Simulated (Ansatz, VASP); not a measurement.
**PbS in VASP and in Ansatz**

```
Pb S
1.0
     2.16125    1.24780    3.72693
    -2.16125    1.24780    3.72693
     0.00000   -2.49560    3.72693
Pb S
1 1
Direct
  0.97815 0.97815 0.97815
  0.47745 0.47745 0.47745
```

Alike in both runs: task single point; functional r2SCAN; k mesh 9 × 9 × 9; occupations gaussian, width 0.05 eV; no spin polarisation.

|  | VASP | Ansatz |
| --- | --- | --- |
| version | VASP 6.6.1 | Ansatz 0.2.0 |
| potentials or method | VASP PAW PBE potentials, release 64 (Pb_d, S), cutoff 520 eV | scalar-relativistic, plane waves, PAW |
| valence electrons in the cell | 20 | 20 |

|  | VASP | Ansatz | Ansatz less VASP |
| --- | --- | --- | --- |
| pressure (GPa) | -5.5 | -5.5 | +0.03 |
| traceless stress, the component that is largest in VASP (GPa) | -1.66 | -1.66 | 0.000 |
| rms of the force components (eV/Å) | 0.006 | 0.006 | +0.0002 |

VASP's potentials were made for PBE, not for r2SCAN. Atom by atom the forces differ by 0.000 eV/Å (rms over components). With one functional, cell and mesh, what is left measures potentials, basis and numerics.

Spin-orbit coupling is off throughout.
